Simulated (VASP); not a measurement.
Wanted: the native input for a VASP 6.6.1 run.

| Item | Value |
| --- | --- |
| Task | single point |
| Functional | r2SCAN |
| Potentials or basis | VASP PAW PBE potentials, release 64 (Ti_sv) |
| Cutoff | 520 eV |
| k mesh | 13 × 13 × 13 |
| Occupations | fermi-dirac, width 0.1 eV |
| Spin | no spin polarisation |
| Dipole correction | no |
| Further INCAR settings | ALGO = Normal; EDIFF = 1e-06; NBANDS = 12 |

Crystal: Ti.

```
CELL_PARAMETERS angstrom
0.00000 2.05636 2.05636
2.05636 0.00000 2.05636
2.05636 2.05636 0.00000
ATOMIC_POSITIONS crystal
Ti 0.00000 0.00000 0.00000
```

This isn't the form of Ti at room conditions, which is hcp.

One way to write it, as run:

POSCAR

```
Ti
1.0
    0.0000000000      2.0563573269      2.0563573269
    2.0563573269      0.0000000000      2.0563573269
    2.0563573269      2.0563573269      0.0000000000
Ti
1
Direct
    0.0000000000      0.0000000000      0.0000000000
```

INCAR.step1

```
SYSTEM = Ti
ALGO = Normal
EDIFF = 1E-4
ENCUT = 520
GGA = PE
ISMEAR = -1
LASPH = .TRUE.
LCHARG = .FALSE.
LREAL = .FALSE.
LWAVE = .TRUE.
NBANDS = 12
NELM = 80
PREC = Accurate
SIGMA = 0.1
```

INCAR.step2

```
SYSTEM = Ti
ALGO = Normal
EDIFF = 1E-6
ENCUT = 520
ISIF = 2
ISMEAR = -1
ISTART = 1
LASPH = .TRUE.
LCHARG = .FALSE.
LMIXTAU = .TRUE.
LREAL = .FALSE.
LWAVE = .FALSE.
METAGGA = R2SCAN
NBANDS = 12
NELM = 80
PREC = Accurate
SIGMA = 0.1
```

KPOINTS

```
k-points
0
G
  13 13 13
  0 0 0
```

Potentials or basis: VASP PAW PBE potentials, release 64 (Ti_sv).

Run with:

```bash
$ cat potpaw_PBE.64/Ti_sv/POTCAR > POTCAR
$ cp INCAR.step1 INCAR
$ mpirun -np 1 vasp_std > vasp.out
$ cp INCAR.step2 INCAR
$ mpirun -np 1 vasp_std > vasp.out
```

Results of the run:

```json
{"Pressure": "0.3 GPa", "Band gap on the k mesh": "zero (bands 6 and 7 overlap by 1.52 eV)"}
```

Caveat: the PAW data sets were made with another functional, which shifts forces and pressure a little.

Wall time 68 s on 1 thread of Intel Xeon 8259CL, with other jobs on the host, peak memory 0.15 GiB.
